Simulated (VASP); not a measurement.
# SiNi3: relaxation of cell and atoms with r2SCAN

Crystal: SiNi3.

```xyz
4
Lattice="3.5420 0.0000 0.0000 0.0000 3.5420 0.0000 0.0000 0.0000 3.5420" Properties=species:S:1:pos:R:3 pbc="T T T"
Si    0.0000    0.0000    0.0000
Ni    0.0000    1.7710    1.7710
Ni    1.7710    0.0000    1.7710
Ni    1.7710    1.7710    0.0000
```

```
Program                : VASP 6.6.1
Task                   : relaxation of cell and atoms
Functional             : r2SCAN
Potentials or basis    : VASP PAW PBE potentials, release 64 (Si, Ni)
Cutoff                 : 600 eV
k mesh                 : 5 × 5 × 5
Occupations            : methfessel-paxton, width 0.05 eV
Spin                   : collinear spin, ferromagnetic start
Starting moments       : [0.0, 1.5, 1.5, 1.5] μB
Dipole correction      : no
Further INCAR settings : ALGO = Normal; EDIFF = 1e-06; IBRION = 2; EDIFFG = -0.02; NSW = 80; ISIF = 3
```

```json
{"Relaxed volume": "10.41 Å³/atom", "Relaxed cell": "a = 3.466 Å, b = 3.466 Å, c = 3.466 Å, α = 90.00°, β = 90.00°, γ = 90.00°", "Space group after relaxing (to 0.1 Å)": "Pm-3m (No. 221)", "Energy gained by relaxing": "31.6 meV/atom", "Ionic steps": "3", "Pressure after relaxing": "-0.1 GPa", "Band gap on the k mesh": "zero (filled and empty bands overlap)", "Net moment": "-0.03 μB per cell", "Valence electrons inside the program's atomic spheres": "Si 1.57; Ni 9.58"}
```

The path:
| step | energy change (eV) | largest force (eV/Å) | pressure (GPa) | volume (Å³) |
| --- | --- | --- | --- | --- |
| 1 | 0.0000 | 0.0000 | -13.43 | 44.44 |
| 2 | 0.0440 | 0.0000 | 20.29 | 38.71 |
| 3 | -0.1263 | 0.0000 | -0.09 | 41.64 |

Final structure:
```yaml
crystal:
  lattice:
    - [3.46605, 0.00000, 0.00000]
    - [0.00000, 3.46605, 0.00000]
    - [0.00000, 0.00000, 3.46605]
  atoms:
    - { symbol: Si, position: [0.00000, 0.00000, 0.00000] }
    - { symbol: Ni, position: [0.00000, 0.50000, 0.50000] }
    - { symbol: Ni, position: [0.50000, 0.00000, 0.50000] }
    - { symbol: Ni, position: [0.50000, 0.50000, 0.00000] }
```

Levels at points of the mesh, in eV from the Fermi level:
Spin up:
```tsv
k point	band 13	band 14	band 15	band 16	band 17	band 18	band 19	band 20	band 21	band 22
(0.00, 0.00, 0.00)	-0.92	-0.71	-0.71	-0.28	0.11	0.11	0.11	5.67	6.80	6.80
```
Spin down:
```
           k point  band 14  band 15  band 16  band 17  band 18  band 19  band 20  band 21
(0.00, 0.00, 0.00)    -0.72    -0.72    -0.31     0.09     0.09     0.09     5.67     6.79
```

Run time: 2.1 min on 1 thread of Intel(R) Xeon(R) 6975P-C (Granite Rapids) (shared host), peak memory 0.19 GiB.

Caveat: the PAW data sets were made with another functional, which shifts forces and pressure a little.
